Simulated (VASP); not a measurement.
# CrTe8Pb7 (Fm-3m) in VASP: single point with PBEsol+U

Aim: the single point of CrTe8Pb7 with PBEsol+U.

Everything below comes from runs of VASP 6.6.1. Logs are shortened: lines on timing, memory, paths and dates and some standing lists are left out, and cuts for length are marked.

**1. The cell of the first run**

Symmetry: Fm-3m, No. 225, cubic system. Conventional cell: a = 12.908 Å, b = 12.908 Å, c = 12.908 Å, α = 90.00°, β = 90.00°, γ = 90.00°. Te (site symmetry -43m) has 6 Pb at 3.23 Å within 4.2 Å. Te (site symmetry 4mm) has 1 Cr at 3.09 Å and 5 Pb at 3.23 to 3.37 Å within 4.1 Å. Cr (site symmetry m-3m) has 6 Te at 3.09 Å within 4.1 Å. Within 4.2 Å of Pb (site symmetry mmm) lie 6 Te at 3.23 Å. Within 4.6 Å of Pb (site symmetry m-3m) lie 6 Te at 3.37 Å and 12 Pb at 4.56 Å.

**2. Single point, PBEsol+U, collinear spin, ferromagnetic start**

Input file INCAR:

```
ALGO = Normal
EDIFF = 1E-7
ENCUT = 520
GGA = PS
ISIF = 2
ISMEAR = 0
ISPIN = 2
LASPH = True
LCHARG = False
LDAU = True
LDAUJ = 0 0 0
LDAUL = -1 2 -1
LDAUPRINT = 1
LDAUTYPE = 2
LDAUU = 0 3 0
LMAXMIX = 4
LORBIT = 11
LREAL = Auto
LWAVE = False
MAGMOM = -0.03 -0.07 -0.07 -0.07 -0.07 -0.07 -0.07 -0.03 4.19 0 0 0 0 0 0 0.03
NBANDS = 97
NELM = 150
PREC = Accurate
SIGMA = 0.05
```

Input file KPOINTS:

```
k-points
0
Gamma
  3 3 3
```

Input file POSCAR:

```
CrTe8Pb7
1.0
    0.0000000000      6.4541000000      6.4541000000
    6.4541000000      0.0000000000      6.4541000000
    6.4541000000      6.4541000000      0.0000000000
Te Cr Pb
8 1 7
Direct
    0.2500000000      0.2500000000      0.2500000000
    0.2390209495      0.2390209495      0.7609790505
    0.2390209495      0.7609790505      0.2390209495
    0.2390209495      0.7609790505      0.7609790505
    0.7609790505      0.2390209495      0.2390209495
    0.7609790505      0.2390209495      0.7609790505
    0.7609790505      0.7609790505      0.2390209495
    0.7500000000      0.7500000000      0.7500000000
    1.0000000000      0.0000000000      0.0000000000
    0.0000000000      0.0000000000      0.5000000000
    0.0000000000      0.5000000000      0.0000000000
    0.0000000000      0.5000000000      0.5000000000
    0.5000000000      0.0000000000      0.0000000000
    0.5000000000      0.0000000000      0.5000000000
    0.5000000000      0.5000000000      0.0000000000
    0.5000000000      0.5000000000      0.5000000000
```

Potentials or basis: VASP PAW PBE potentials, release 64 (Te, Cr_pv, Pb_d).

Run with:

```bash
$ cat potpaw_PBE.64/Te/POTCAR potpaw_PBE.64/Cr_pv/POTCAR potpaw_PBE.64/Pb_d/POTCAR > POTCAR
$ mpirun -np 1 vasp_std > vasp.out
```

OUTCAR:

```text
EDIFF = 1E-7
   ENCUT = 520
   GGA = PS
   ISIF = 2
   ISMEAR = 0
   ISPIN = 2
   LASPH = True
   LORBIT = 11
   LREAL = Auto
   NELM = 150
   PREC = Accurate

 ion  position               nearest neighbor table
   1  0.250  0.250  0.250-  10 3.23  11 3.23  12 3.23  13 3.23  14 3.23  15 3.23
   2  0.239  0.239  0.761-   9 3.09  11 3.23  12 3.23  13 3.23  14 3.23  16 3.37
   3  0.239  0.761  0.239-   9 3.09  10 3.23  12 3.23  13 3.23  15 3.23  16 3.37
   4  0.239  0.761  0.761-   9 3.09  10 3.23  11 3.23  14 3.23  15 3.23  16 3.37
   5  0.761  0.239  0.239-   9 3.09  10 3.23  11 3.23  14 3.23  15 3.23  16 3.37
   6  0.761  0.239  0.761-   9 3.09  10 3.23  12 3.23  13 3.23  15 3.23  16 3.37
[... 8 lines left out ...]
  15  0.500  0.500  0.000-   1 3.23   8 3.23   4 3.23   5 3.23   6 3.23   3 3.23
  16  0.500  0.500  0.500-   2 3.37   3 3.37   4 3.37   5 3.37   6 3.37   7 3.37

  LATTYP: Found a face centered cubic cell.
 ALAT       =    12.9082000000

  Lattice vectors:

 A1 = (   0.0000000000,   6.4541000000,   6.4541000000)
 A2 = (   6.4541000000,   0.0000000000,   6.4541000000)
 A3 = (   6.4541000000,   6.4541000000,   0.0000000000)

Analysis of symmetry for initial positions (statically):
=====================================================================
 Subroutine PRICEL returns:
 Original cell was already a primitive cell.

 Routine SETGRP: Setting up the symmetry group for a
 face centered cubic supercell.

 Subroutine GETGRP returns: Found 48 space group operations
 (whereof 48 operations were pure point group operations)
 out of a pool of 48 trial point group operations.

The static configuration has the point symmetry O_h .

Analysis of symmetry for dynamics (positions and initial velocities):
=====================================================================
 Subroutine PRICEL returns:
 Original cell was already a primitive cell.

 Routine SETGRP: Setting up the symmetry group for a
 face centered cubic supercell.

 Subroutine GETGRP returns: Found 48 space group operations
 (whereof 48 operations were pure point group operations)
 out of a pool of 48 trial point group operations.

The dynamic configuration has the point symmetry O_h .

Analysis of structural, dynamic, and magnetic symmetry:
=====================================================================
 Subroutine PRICEL returns:
 Original cell was already a primitive cell.

 Routine SETGRP: Setting up the symmetry group for a
 face centered cubic supercell.

 Subroutine GETGRP returns: Found 48 space group operations
 (whereof 48 operations were pure point group operations)
 out of a pool of 48 trial point group operations.

The overall configuration has the point symmetry O_h .

 Subroutine INISYM returns: Found 48 space group operations
 (whereof 48 operations are pure point group operations),
 and found     1 'primitive' translations

----------------------------------------------------------------------------------------

                                     Primitive cell

  volume of cell :     537.6963

  direct lattice vectors                    reciprocal lattice vectors
     0.000000000  6.454100000  6.454100000    -0.077470135  0.077470135  0.077470135
     6.454100000  0.000000000  6.454100000     0.077470135 -0.077470135  0.077470135
     6.454100000  6.454100000  0.000000000     0.077470135  0.077470135 -0.077470135

  length of vectors
     9.127475753  9.127475753  9.127475753     0.134182210  0.134182210  0.134182210

  position of ions in fractional coordinates (direct lattice)
     0.250000000  0.250000000  0.250000000
     0.239020950  0.239020950  0.760979050
     0.239020950  0.760979050  0.239020950
     0.239020950  0.760979050  0.760979050
     0.760979050  0.239020950  0.239020950
     0.760979050  0.239020950  0.760979050
[... 8 lines left out ...]
     0.500000000  0.500000000  0.000000000
     0.500000000  0.500000000  0.500000000

  ion indices of the primitive-cell ions
   primitive index   ion index
                 1           1
                 2           2
                 3           3
                 4           4
                 5           5
                 6           6
[... 8 lines left out ...]
                15          15
                16          16

----------------------------------------------------------------------------------------

 KPOINTS: k-points
[... 58 lines left out ...]
   NELECT =     158.0000    total number of electrons
   NUPDOWN=      -1.0000    fix difference up-down
   EMIN   =  10.00;   EMAX   =-10.00  energy-range for DOS
   EFERMI =   0.00;   METHOD = LEGACY
   ISMEAR =     0;   SIGMA  =   0.05  broadening in eV -4-tet -1-fermi 0-gaus
   EFERMI_NEDOS =   21; number of points for ismear=-14 and -15
   IALGO  =     38    algorithm
   IMIX   =      4    mixing-type and parameters
     AMIX     =   0.40;   BMIX     =  1.00
     AMIX_MAG =   1.60;   BMIX_MAG =  1.00
  volume/ion in A,a.u.               =      33.61       226.78
  Fermi-wavevector in a.u.,A,eV,Ry     =   1.088382  2.056744 16.117138  1.184576
  Thomas-Fermi vector in A             =   2.224563
   LORBIT       =     11    0 simple, 1 ext, 2 COOP (PROOUT), +10 PAW based schemes
 LDA+U is selected, type is set to LDAUTYPE =  2
   angular momentum for each species LDAUL =    -1    2   -1
   U (eV)           for each species LDAUU =   0.0  3.0  0.0
   J (eV)           for each species LDAUJ =   0.0  0.0  0.0
   GGA     = PS    functional components
   LHFCALC =     F    Hartree Fock is set to
   AEXX    =    0.0000 exact exchange contribution
   IVDW    =     0    specifies the selected vdW correction
   LEPSILON=     F    determine dielectric tensor
   LRPA    =     F    only Hartree local field effects (RPA)
 spin polarized calculation
 Gauss-broadening in eV      SIGMA  =   0.05
  energy-cutoff  :      520.00
  volume of cell :      537.70
 maximum number of plane-waves:     14489
 NGX is ok and might be reduce to    70
   NGX = 33   NGY = 33   NGZ = 33

atom =   9  type =  2  l = 2

 onsite density matrix

spin component  1

  0.8952  0.0000  0.0000 -0.0000  0.0000
  0.0000  0.8952 -0.0000  0.0000 -0.0000
  0.0000 -0.0000  0.6913  0.0000  0.0000
 -0.0000  0.0000  0.0000  0.8952 -0.0000
  0.0000 -0.0000  0.0000 -0.0000  0.6913

spin component  2

  0.0073  0.0000 -0.0000  0.0000 -0.0000
  0.0000  0.0073  0.0000 -0.0000  0.0000
 -0.0000  0.0000  0.0383 -0.0000 -0.0000
  0.0000 -0.0000 -0.0000  0.0073 -0.0000
 -0.0000  0.0000 -0.0000 -0.0000  0.0383

 occupancies and eigenvectors

  o =  0.0073  v =  0.0000  0.0000  0.0000  0.0000  0.0000  1.0000  0.0000  0.0000  0.0000  0.0000      0.0000  0.0000  0.0000  0.0000  0.0000  0.0000  0.0000  0.0000  0.0000  0.0000
  o =  0.0073  v =  0.0000  0.0000  0.0000  0.0000  0.0000  0.0000 -0.0288  0.0000 -0.9996 -0.0000      0.0000  0.0000  0.0000  0.0000  0.0000  0.0000  0.0000  0.0000  0.0000  0.0000
  o =  0.0073  v =  0.0000  0.0000  0.0000  0.0000  0.0000  0.0000  0.9996  0.0000 -0.0288 -0.0000      0.0000  0.0000  0.0000  0.0000  0.0000  0.0000  0.0000  0.0000  0.0000  0.0000
  o =  0.0383  v =  0.0000  0.0000  0.0000  0.0000  0.0000  0.0000  0.0000  1.0000  0.0000  0.0000      0.0000  0.0000  0.0000  0.0000  0.0000  0.0000  0.0000  0.0000  0.0000  0.0000
  o =  0.0383  v =  0.0000  0.0000  0.0000  0.0000  0.0000  0.0000 -0.0000 -0.0000  0.0000  1.0000      0.0000  0.0000  0.0000  0.0000  0.0000  0.0000  0.0000  0.0000  0.0000  0.0000
  o =  0.6913  v =  0.0000 -0.0000  0.0532  0.0000 -0.9986  0.0000  0.0000  0.0000  0.0000  0.0000      0.0000  0.0000  0.0000  0.0000  0.0000  0.0000  0.0000  0.0000  0.0000  0.0000
  o =  0.6913  v =  0.0000  0.0000 -0.9986 -0.0000 -0.0532  0.0000  0.0000  0.0000  0.0000  0.0000      0.0000  0.0000  0.0000  0.0000  0.0000  0.0000  0.0000  0.0000  0.0000  0.0000
  o =  0.8952  v =  1.0000  0.0000  0.0000  0.0000  0.0000  0.0000  0.0000  0.0000  0.0000  0.0000      0.0000  0.0000  0.0000  0.0000  0.0000  0.0000  0.0000  0.0000  0.0000  0.0000
  o =  0.8952  v =  0.0000  0.4690  0.0000 -0.8832 -0.0000  0.0000  0.0000  0.0000  0.0000  0.0000      0.0000  0.0000  0.0000  0.0000  0.0000  0.0000  0.0000  0.0000  0.0000  0.0000
  o =  0.8952  v =  0.0000  0.8832  0.0000  0.4690 -0.0000  0.0000  0.0000  0.0000  0.0000  0.0000      0.0000  0.0000  0.0000  0.0000  0.0000  0.0000  0.0000  0.0000  0.0000  0.0000

 number of electron     157.9999977 magnetization       4.0000014

 Free energy of the ion-electron system (eV)
  ---------------------------------------------------
  ext. energy  EPLUGINS =         0.00000000
  ---------------------------------------------------
  free energy    TOTEN  =       -69.10634189 eV

  energy without entropy =      -69.10344859  energy(sigma->0) =      -69.10489524

 E-fermi :   5.4097     XC(G=0):  -9.4023

 val. band max:        5.4087343218   @ k =   0.0000   0.0000   0.0000
 cond. band min:       5.4587534915   @ k =   0.3333   0.3333   0.0000
 fundamental gap:      0.0500191697
 Fermi energy:         5.4097477540

 spin component 1

 k-point     1 :       0.0000    0.0000    0.0000
  band No.  band energies     occupation
      1     -37.9257      1.00000
      2     -37.9257      1.00000
      3     -37.9257      1.00000
      4     -11.5922      1.00000
      5     -11.5922      1.00000
      6     -11.5745      1.00000
[... 365 lines left out ...]
     90       7.7652      0.00000
     91       7.8070      0.00000
 Fermi energy:         5.4097477540

 spin component 2

 k-point     1 :       0.0000    0.0000    0.0000
  band No.  band energies     occupation
      1     -33.9645      1.00000
      2     -33.9645      1.00000
      3     -33.9645      1.00000
      4     -11.5884      1.00000
      5     -11.5884      1.00000
      6     -11.5690      1.00000
[... 365 lines left out ...]
     90       8.7212      0.00000
     91       8.7950      0.00000
 [bands above 91 left out]

------------------------ aborting loop because EDIFF is reached ----------------------------------------

  FORCE on cell =-STRESS in cart. coord.  units (eV):
  Direction    XX          YY          ZZ          XY          YZ          ZX
  --------------------------------------------------------------------------------------
  -------------------------------------------------------------------------------------
  Total       -6.3871806     -6.3871806     -6.3871806     -0.0000000      0.0000000     -0.0000000
  in kB      -19.0319248    -19.0319248    -19.0319248     -0.0000000      0.0000000     -0.0000000
  external PRESSURE =     -19.0319248 kB  Pullay stress =       0.0000000 kB

 VOLUME and BASIS-vectors are now :
 -----------------------------------------------------------------------------
  energy-cutoff  :      520.00
  volume of cell :      537.70
      direct lattice vectors                 reciprocal lattice vectors
     0.000000000  6.454100000  6.454100000    -0.077470135  0.077470135  0.077470135
     6.454100000  0.000000000  6.454100000     0.077470135 -0.077470135  0.077470135
     6.454100000  6.454100000  0.000000000     0.077470135  0.077470135 -0.077470135

 POSITION                                       TOTAL-FORCE (eV/Angst)
 -----------------------------------------------------------------------------------
      3.22705      3.22705      3.22705        -0.000000     -0.000000     -0.000000
      6.45410      6.45410      3.08533         0.000000      0.000000     -0.061579
      6.45410      3.08533      6.45410         0.000000     -0.061579      0.000000
      9.82287      6.45410      6.45410         0.061579      0.000000      0.000000
      3.08533      6.45410      6.45410        -0.061579      0.000000      0.000000
      6.45410      9.82287      6.45410         0.000000      0.061579      0.000000
[... 8 lines left out ...]
      3.22705      3.22705      6.45410         0.000000     -0.000000     -0.000000
      6.45410      6.45410      6.45410         0.000000     -0.000000      0.000000
 -----------------------------------------------------------------------------------
    total drift:                               -0.000000      0.000000     -0.000000

  FREE ENERGIE OF THE ION-ELECTRON SYSTEM (eV)
  ---------------------------------------------------
  free  energy   TOTEN  =       -69.1063418853 eV

  energy  without entropy=      -69.1034485855  energy(sigma->0) =      -69.10489524

 total charge

# of ion       s       p       d       tot
------------------------------------------
    1        1.378   1.981   0.019   3.379
    2        1.374   1.975   0.018   3.367
    3        1.374   1.975   0.018   3.367
    4        1.374   1.975   0.018   3.367
    5        1.374   1.975   0.018   3.367
    6        1.374   1.975   0.018   3.367
[... 8 lines left out ...]
   15        1.445   0.584   9.831  11.860
   16        1.439   0.546   9.822  11.807
--------------------------------------------------
tot         21.280  25.961  73.101 120.342

 magnetization (x)

# of ion       s       p       d       tot
------------------------------------------
    1        0.000  -0.016   0.000  -0.016
    2       -0.000  -0.054   0.002  -0.052
    3       -0.000  -0.054   0.002  -0.052
    4       -0.000  -0.054   0.002  -0.052
    5       -0.000  -0.054   0.002  -0.052
    6       -0.000  -0.054   0.002  -0.052
[... 8 lines left out ...]
   15       -0.004   0.004  -0.000  -0.000
   16       -0.021   0.051  -0.003   0.027
--------------------------------------------------
tot         -0.006  -0.254   3.964   3.704
```

Wall time 35 min (1 thread of Intel Xeon 8259CL, shared host); peak memory 1.1 GiB.

Results:

| Quantity | Value |
| --- | --- |
| Free energy | -69.1063 eV |
| Pressure | -1.9 GPa |
| Largest force | 0.062 eV/Å |
| Band gap on the k mesh | zero (filled and empty bands overlap) |
| Net moment | 4.00 μB per cell |
| Site moments | Te -0.02, -0.05 (each value once); Cr +4.02; Pb -0.00, +0.03 (each value once) μB |
| Valence electrons inside the program's atomic spheres | Te 3.38, 3.37 (each value once); Cr 10.41; Pb 11.86, 11.81 (each value once) |

Forces on the atoms (eV/Å):
```
Te   0.000  0.000  0.000
Te   0.000  0.000 -0.062
Te   0.000 -0.062  0.000
Te   0.062  0.000  0.000
Te  -0.062  0.000  0.000
Te   0.000  0.062  0.000
Te   0.000  0.000  0.062
Te   0.000  0.000  0.000
Cr   0.000  0.000  0.000
Pb   0.000  0.000  0.000
Pb   0.000  0.000  0.000
Pb   0.000  0.000  0.000
Pb   0.000  0.000  0.000
Pb   0.000  0.000  0.000
Pb   0.000  0.000  0.000
Pb   0.000  0.000  0.000
```

Levels at points of the mesh, in eV from the Fermi level:
Spin up:
```tsv
k point	band 77	band 78	band 79	band 80	band 81	band 82	band 83	band 84
(0.00, 0.00, 0.00)	-0.95	0.00	0.00	0.00	0.40	0.40	0.50	0.65
```
Spin down:
```
           k point  band 74  band 75  band 76  band 77  band 78  band 79  band 80  band 81
(0.00, 0.00, 0.00)    -1.01    -0.25    -0.25    -0.25     0.50     0.65     0.65     0.65
```

Eigenvalues of the final occupation matrices:
```
    site  spin  trace               eigenvalues
site 9 d     1   4.07  0.69 0.69 0.90 0.90 0.90
site 9 d     2   0.10  0.01 0.01 0.01 0.04 0.04
```

Caveat: the PAW data sets were made with another functional, which shifts forces and pressure a little; spin-orbit coupling is left out, which moves the levels of the heavy elements; a cell with one magnetic atom can't hold antiferromagnetic order, which such compounds often take; the U is typed as a test and isn't derived for this compound. The state reached can hang on the start; a lower one may exist.
